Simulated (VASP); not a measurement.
# Sn (I4_1/amd) in VASP: further runs

The runs below take Sn through single point, relaxation of cell and atoms, with PBE.

Everything below comes from runs of VASP 6.6.1. Logs are shortened: lines on timing, memory, paths and dates and some standing lists are left out, and cuts for length are marked.

### 1 The cell of the first run

The structure is tetragonal, space group I4_1/amd (No. 141). The conventional cell has a = 5.938 Å, b = 5.938 Å, c = 3.225 Å, α = 90.00°, β = 90.00°, γ = 90.00°. Sn (site symmetry -4m2) has 10 Sn at 3.08 to 3.83 Å within 4.0 Å.

### 2 Single point, PBE

The input, INCAR:

```
PREC = Accurate
ENCUT = 500
EDIFF = 1E-6
ISMEAR = -1
SIGMA = 0.1
LREAL = False
LASPH = True
NELM = 120
ALGO = Normal
ISIF = 2
LWAVE = False
LCHARG = True
GGA = PE
LELF = True
LVHAR = True
NBANDS = 21
GGA_COMPAT = False
```

The input, KPOINTS:

```
regular mesh
0
Gamma
  12 12 12
```

The input, POSCAR:

```
Sn
1.0
   -2.9687951249      2.9687951249      1.6124837902
    2.9687951249     -2.9687951249      1.6124837902
    2.9687951249      2.9687951249     -1.6124837902
Sn
2
Direct
    0.0000000000      0.0000000000      0.0000000000
    0.7500000000      0.2500000000      0.5000000000
```

Potentials or basis: VASP PAW PBE potentials, release 64 (Sn_d).

Started as:

```console
$ cat potpaw_PBE.64/Sn_d/POTCAR > POTCAR
$ mpirun -np 1 vasp_std > vasp.out
```

OUTCAR:

```text
PREC = Accurate
   ENCUT = 500
   EDIFF = 1E-6
   ISMEAR = -1
   LREAL = False
   LASPH = True
   NELM = 120
   ISIF = 2
   GGA = PE

 ion  position               nearest neighbor table
   1  0.000  0.000  0.000-   2 3.08   2 3.08   2 3.08   2 3.08
   2  0.750  0.250  0.500-   1 3.08   1 3.08   1 3.08   1 3.08

  LATTYP: Found a body centered tetragonal cell.
 ALAT       =     5.9375902498
 C/A-ratio  =     0.5431441788

  Lattice vectors:

 A1 = (  -2.9687951249,   2.9687951249,   1.6124837902)
 A2 = (   2.9687951249,  -2.9687951249,   1.6124837902)
 A3 = (   2.9687951249,   2.9687951249,  -1.6124837902)

Analysis of symmetry for initial positions (statically):
=====================================================================
 Subroutine PRICEL returns:
 Original cell was already a primitive cell.

 Routine SETGRP: Setting up the symmetry group for a
 body centered tetragonal supercell.

 Subroutine GETGRP returns: Found 16 space group operations
 (whereof  8 operations were pure point group operations)
 out of a pool of 16 trial point group operations.

The static configuration has the point symmetry D_2d.
 The point group associated with its full space group is D_4h.

Analysis of symmetry for dynamics (positions and initial velocities):
=====================================================================
 Subroutine PRICEL returns:
 Original cell was already a primitive cell.

 Routine SETGRP: Setting up the symmetry group for a
 body centered tetragonal supercell.

 Subroutine GETGRP returns: Found 16 space group operations
 (whereof  8 operations were pure point group operations)
 out of a pool of 16 trial point group operations.

The dynamic configuration has the point symmetry D_2d.
 The point group associated with its full space group is D_4h.

 Subroutine INISYM returns: Found 16 space group operations
 (whereof  8 operations are pure point group operations),
 and found     1 'primitive' translations

----------------------------------------------------------------------------------------

                                     Primitive cell

  volume of cell :      56.8481

  direct lattice vectors                    reciprocal lattice vectors
    -2.968795125  2.968795125  1.612483790     0.000000000  0.168418493  0.310080636
     2.968795125 -2.968795125  1.612483790     0.168418493  0.000000000  0.310080636
     2.968795125  2.968795125 -1.612483790     0.168418493  0.168418493  0.000000000

  length of vectors
     4.497509640  4.497509640  4.497509640     0.352866533  0.352866533  0.238179716

  position of ions in fractional coordinates (direct lattice)
     0.000000000  0.000000000  0.000000000
     0.750000000  0.250000000  0.500000000

  ion indices of the primitive-cell ions
   primitive index   ion index
                 1           1
                 2           2

----------------------------------------------------------------------------------------

 KPOINTS: regular mesh

Automatic generation of k-mesh.
 Grid dimensions read from file:
 generate k-points for:   12   12   12

 Generating k-lattice:

  Cartesian coordinates                     Fractional coordinates (reciprocal lattice)
     0.000000000  0.014034874  0.025840053     0.083333333  0.000000000  0.000000000
     0.014034874  0.000000000  0.025840053     0.000000000  0.083333333  0.000000000
     0.014034874  0.014034874  0.000000000     0.000000000  0.000000000  0.083333333

  Length of vectors
     0.029405544  0.029405544  0.019848310

  Shift w.r.t. Gamma in fractional coordinates (k-lattice)
     0.000000000  0.000000000  0.000000000

 Subroutine IBZKPT returns following result:
 ===========================================

 Found    163 irreducible k-points:

 Following reciprocal coordinates:
            Coordinates               Weight
  0.000000  0.000000  0.000000      1.000000
  0.083333  0.000000  0.000000      8.000000
  0.166667  0.000000  0.000000      8.000000
  0.250000  0.000000 -0.000000      8.000000
  0.333333  0.000000 -0.000000      8.000000
  0.416667 -0.000000  0.000000      8.000000
[... 16 lines left out ...]
  0.500000  0.166667 -0.000000     16.000000
 -0.416667  0.166667 -0.000000     16.000000
 [... further k-points ...]
   k-points           NKPTS =    163   k-points in BZ     NKDIM =    163   number of bands    NBANDS=     21
   number of dos      NEDOS =    301   number of ions     NIONS =      2
   total plane-waves  NPLWV =  46656
   dimension x,y,z NGX =    36 NGY =   36 NGZ =   36
   dimension x,y,z NGXF=    72 NGYF=   72 NGZF=   72
   ions per type =               2
   NGX,Y,Z   is equivalent  to a cutoff of  13.31, 13.31, 13.31 a.u.
   NGXF,Y,Z  is equivalent  to a cutoff of  26.61, 26.61, 26.61 a.u.
 SYSTEM =  unknown system
   PREC   = accura    normal or accurate (medium, high low for compatibility)
   ISTART =      0    job   : 0-new  1-cont  2-samecut
   ICHARG =      2    charge: 1-file 2-atom 10-const
   ISPIN  =      1    spin polarized calculation?
   LNONCOLLINEAR =      F non collinear calculations
   LSORBIT =      F    spin-orbit coupling
   LASPH  =      T    aspherical Exc in radial PAW
   ENCUT  =  500.0 eV  36.75 Ry    6.06 a.u.   8.20  8.20  8.20*2*pi/ulx,y,z
   NELM   =    120;   NELMIN=  2; NELMDL= -5     # of ELM steps
   EDIFF  = 0.1E-05   stopping-criterion for ELM
   LREAL  =      F    real-space projection
   EDIFFG = 0.1E-04   stopping-criterion for IOM
   NSW    =      0    number of steps for IOM
   IBRION =     -1    ionic relax: 0-MD 1-quasi-New 2-CG
   NFREE  =      0    steps in history (QN), initial steepest desc. (CG)
   ISIF   =      2    stress and relaxation
   ISYM   =      2    0-nonsym 1-usesym 2-fastsym
   POTIM  = 0.5000    time-step for ionic-motion
   TEBEG  =    0.0;   TEEND  =   0.0 temperature during run
   PSTRESS=    0.0 pullay stress
   NELECT =      28.0000    total number of electrons
   NUPDOWN=      -1.0000    fix difference up-down
   EMIN   =  10.00;   EMAX   =-10.00  energy-range for DOS
   EFERMI =   0.00;   METHOD = LEGACY
   ISMEAR =    -1;   SIGMA  =   0.10  broadening in eV -4-tet -1-fermi 0-gaus
   EFERMI_NEDOS =   21; number of points for ismear=-14 and -15
   IALGO  =     38    algorithm
   IMIX   =      4    mixing-type and parameters
     AMIX     =   0.40;   BMIX     =  1.00
     AMIX_MAG =   1.60;   BMIX_MAG =  1.00
  volume/ion in A,a.u.               =      28.42       191.81
  Fermi-wavevector in a.u.,A,eV,Ry     =   1.292872  2.443174 22.742388  1.671518
  Thomas-Fermi vector in A             =   2.424553
   LORBIT       =      0    0 simple, 1 ext, 2 COOP (PROOUT), +10 PAW based schemes
   GGA     = PE    functional components
   LHFCALC =     F    Hartree Fock is set to
   AEXX    =    0.0000 exact exchange contribution
   IVDW    =     0    specifies the selected vdW correction
   LEPSILON=     F    determine dielectric tensor
   LRPA    =     F    only Hartree local field effects (RPA)
 non-spin polarized calculation
  energy-cutoff  :      500.00
  volume of cell :       56.85
 maximum number of plane-waves:      1460
 NGX is ok and might be reduce to    36
   NGX = 17   NGY = 17   NGZ = 17

 number of electron      27.9999991 magnetization

 Free energy of the ion-electron system (eV)
  ---------------------------------------------------
  ext. energy  EPLUGINS =         0.00000000
  ---------------------------------------------------
  free energy    TOTEN  =        -7.62860208 eV

  energy without entropy =       -7.59575243  energy(sigma->0) =       -7.61217726

 E-fermi :   7.4096     XC(G=0): -10.0892

 val. band max:        7.3872515619   @ k =   0.3333   0.1667   0.0000
 cond. band min:       7.4143483516   @ k =   0.4167   0.4167   0.0000
 fundamental gap:      0.0270967897
 Fermi energy:         7.4095725996

 k-point     1 :       0.0000    0.0000    0.0000
  band No.  band energies     occupation
      1     -14.1798      2.00000
      2     -14.1113      2.00000
      3     -14.0677      2.00000
      4     -14.0619      2.00000
      5     -13.9310      2.00000
      6     -13.9310      2.00000
[... 13 lines left out ...]
     20      17.0180      0.00000
     21      17.6857      0.00000

 k-point     2 :       0.0833    0.0000    0.0000
  band No.  band energies     occupation
      1     -14.1760      2.00000
      2     -14.0989      2.00000
      3     -14.0634      2.00000
      4     -14.0476      2.00000
      5     -13.9394      2.00000
      6     -13.9381      2.00000
[... 13 lines left out ...]
     20      16.6775      0.00000
     21      16.8165      0.00000

 k-point     3 :       0.1667    0.0000    0.0000
  band No.  band energies     occupation
      1     -14.1647      2.00000
      2     -14.0669      2.00000
      3     -14.0517      2.00000
      4     -14.0146      2.00000
      5     -13.9580      2.00000
      6     -13.9450      2.00000
[... 13 lines left out ...]
     20      15.4280      0.00000
     21      15.7577      0.00000

 k-point     4 :       0.2500    0.0000   -0.0000
  band No.  band energies     occupation
      1     -14.1484      2.00000
      2     -14.0364      2.00000
      3     -14.0336      2.00000
      4     -13.9981      2.00000
      5     -13.9788      2.00000
      6     -13.9445      2.00000
[... 13 lines left out ...]
     20      14.5135      0.00000
     21      15.8499      0.00000

 k-point     5 :       0.3333    0.0000   -0.0000
  band No.  band energies     occupation
      1     -14.1324      2.00000
      2     -14.0278      2.00000
      3     -14.0208      2.00000
      4     -14.0112      2.00000
      5     -13.9894      2.00000
      6     -13.9592      2.00000
[... 13 lines left out ...]
     20      13.9774      0.00000
     21      16.5939      0.00000
[... 382 lines left out ...]
     20      16.0383      0.00000
     21      16.7124      0.00000

 k-point    22 :       0.4167    0.1667    0.0000
  band No.  band energies     occupation
      1     -14.1126      2.00000
      2     -14.0531      2.00000
      3     -14.0316      2.00000
      4     -13.9930      2.00000
      5     -13.9856      2.00000
      6     -13.9544      2.00000
[... 13 lines left out ...]
     20      15.9651      0.00000
     21      16.3852      0.00000

 k-point    23 :       0.5000    0.1667   -0.0000
  band No.  band energies     occupation
      1     -14.1094      2.00000
      2     -14.0464      2.00000
      3     -14.0306      2.00000
      4     -13.9994      2.00000
      5     -13.9779      2.00000
      6     -13.9550      2.00000
[... 13 lines left out ...]
     20      15.6425      0.00000
     21      16.3990      0.00000

 k-point    24 :      -0.4167    0.1667   -0.0000
  band No.  band energies     occupation
      1     -14.1177      2.00000
      2     -14.0451      2.00000
      3     -14.0323      2.00000
      4     -14.0091      2.00000
      5     -13.9740      2.00000
      6     -13.9506      2.00000
[... 13 lines left out ...]
     20      15.3962      0.00000
     21      16.0250      0.00000

 [... further k-points ...]

------------------------ aborting loop because EDIFF is reached ----------------------------------------

  FORCE on cell =-STRESS in cart. coord.  units (eV):
  Direction    XX          YY          ZZ          XY          YZ          ZX
  --------------------------------------------------------------------------------------
  -------------------------------------------------------------------------------------
  Total       -0.0196808     -0.0196808     -0.0118620      0.0000000     -0.0000000      0.0000000
  in kB       -0.5546726     -0.5546726     -0.3343123      0.0000000     -0.0000000      0.0000000
  external PRESSURE =      -0.4812192 kB  Pullay stress =       0.0000000 kB

 VOLUME and BASIS-vectors are now :
 -----------------------------------------------------------------------------
  energy-cutoff  :      500.00
  volume of cell :       56.85
      direct lattice vectors                 reciprocal lattice vectors
    -2.968795125  2.968795125  1.612483790     0.000000000  0.168418493  0.310080636
     2.968795125 -2.968795125  1.612483790     0.168418493  0.000000000  0.310080636
     2.968795125  2.968795125 -1.612483790     0.168418493  0.168418493  0.000000000

 POSITION                                       TOTAL-FORCE (eV/Angst)
 -----------------------------------------------------------------------------------
      0.00000      0.00000      0.00000        -0.000000      0.000000     -0.000000
     -0.00000      2.96880      0.80624         0.000000     -0.000000      0.000000
 -----------------------------------------------------------------------------------
    total drift:                               -0.000000      0.000000     -0.000000

  FREE ENERGIE OF THE ION-ELECTRON SYSTEM (eV)
  ---------------------------------------------------
  free  energy   TOTEN  =        -7.6286020840 eV

  energy  without entropy=       -7.5957524307  energy(sigma->0) =       -7.61217726
```

Wall time 3.6 min (1 thread of Oxide Virtual Turin-like, shared host); peak memory 0.26 GiB.

Results:

| Quantity | Value |
| --- | --- |
| Free energy | -7.6286 eV |
| Pressure | 0.0 GPa |
| Band gap on the k mesh | zero (bands 14 and 15 overlap by 3.92 eV) |

Caveat: spin-orbit coupling is left out, which moves the levels of the heavy elements.

### 3 Relaxation of cell and atoms, PBE

This run uses another cell than the first one, of 27.17 Å³/atom.

The input, INCAR:

```
SYSTEM = Sn
ALGO = Normal
EDIFF = 1E-7
EDIFFG = -0.01
ENCUT = 500
GGA = PE
GGA_COMPAT = .FALSE.
IBRION = 2
ISIF = 3
ISMEAR = -1
LASPH = .TRUE.
LCHARG = .FALSE.
LREAL = .FALSE.
LWAVE = .FALSE.
NELM = 120
NELMIN = 4
NSW = 50
PREC = Accurate
SIGMA = 0.1
```

The input, KPOINTS:

```
k-points
0
G
  12 12 12
  0 0 0
```

The input, POSCAR:

```
Sn
1.0
   -2.9196440700      2.9196440700      1.5938000000
    2.9196440700     -2.9196440700      1.5938000000
    2.9196440700      2.9196440700     -1.5938000000
Sn
2
Direct
    0.0000000000      0.0000000000      0.0000000000
    0.7500000000      0.2500000000      0.5000000000
```

Potentials or basis: VASP PAW PBE potentials, release 64 (Sn_d).

Started as:

```console
$ cat potpaw_PBE.64/Sn_d/POTCAR > POTCAR
$ mpirun -np 1 vasp_std > vasp.out
```

Wall time 7.2 min (1 thread of Oxide Virtual Turin-like, shared host); peak memory 0.24 GiB.

The run converged. Its results:

* Free energy: -7.6278 eV
* Relaxed volume: 28.40 Å³/atom
* Relaxed cell: a = 4.495 Å, b = 4.495 Å, c = 4.495 Å, α = 97.40°, β = 97.40°, γ = 137.95°
* Space group after relaxing (to 0.1 Å): I4_1/amd (No. 141)
* Energy gained by relaxing: 8.7 meV/atom
* Ionic steps: 5
* Pressure after relaxing: 0.0 GPa
* Band gap on the k mesh: zero (bands 14 and 15 overlap by 3.93 eV)

Step by step:
| step | energy change (eV) | largest force (eV/Å) | pressure (GPa) | volume (Å³) |
| --- | --- | --- | --- | --- |
| 1 | 0.0000 | 0.0000 | 2.31 | 54.34 |
| 2 | -0.0163 | 0.0000 | -0.54 | 57.49 |
| 3 | -0.0174 | 0.0000 | 0.00 | 56.82 |
| 4 | -0.0174 | 0.0000 | -0.05 | 56.87 |
| 5 | -0.0175 | 0.0000 | 0.01 | 56.80 |

Final structure:
```
CELL_PARAMETERS angstrom
-2.96709 2.96709 1.61298
2.96709 -2.96709 1.61298
2.96709 2.96709 -1.61298
ATOMIC_POSITIONS crystal
Sn 0.00000 0.00000 0.00000
Sn 0.75000 0.25000 0.50000
```

Levels at points of the mesh, in eV from the Fermi level:
```tsv
k point	band 10	band 11	band 12	band 13	band 14	band 15	band 16	band 17	band 18
(0.00, 0.00, 0.00)	-21.16	-10.80	-3.78	-1.86	-1.86	3.04	5.99	5.99	6.58
(0.50, 0.00, 0.00)	-21.22	-6.81	-5.25	-2.33	-1.60	-1.05	2.30	2.75	4.47
(0.50, 0.50, 0.00)	-21.27	-8.65	-8.65	0.60	0.60	1.49	1.49	5.86	5.86
(0.50, 0.50, 0.50)	-21.33	-7.44	-7.44	-4.55	-4.55	4.93	4.93	8.93	8.93
```

Caveat: spin-orbit coupling is left out, which moves the levels of the heavy elements.

The gap in the log of VASP goes by the Fermi energy; the results here count the filled bands.